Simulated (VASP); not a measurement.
A run of VASP 6.6.1 is set up as follows.

Contents of INCAR:

```
PREC = Accurate ; ENCUT = 520
EDIFF = 1E-7 ; ISMEAR = 0
SIGMA = 0.05 ; LREAL = F
LASPH = T ; NELM = 100
ALGO = Fast ; ISIF = 2
LWAVE = F ; LCHARG = F
GGA = PE ; NBANDS = 13
```

KPOINTS

```
Automatic mesh
0
Gamma
  10 10 10
```

POSCAR

```
Ru
1.0
   -1.5000148147      1.5000148147      1.5000148147
    1.5000148147     -1.5000148147      1.5000148147
    1.5000148147      1.5000148147     -1.5000148147
Ru
1
Direct
    0.0000000000      0.0000000000      0.0000000000
```

Potentials or basis: VASP PAW PBE potentials, release 64 (Ru_pv).

Command:

```sh
$ cat potpaw_PBE.64/Ru_pv/POTCAR > POTCAR
$ mpirun -np 1 vasp_std > vasp.out
```

Question: Estimate the pressure.

Answer: 16.6 GPa.

Question: Predict the band gap on the k mesh.

Answer: Zero (band 7 reaches 15.03 eV, above the bottom of band 8 at 11.58 eV).
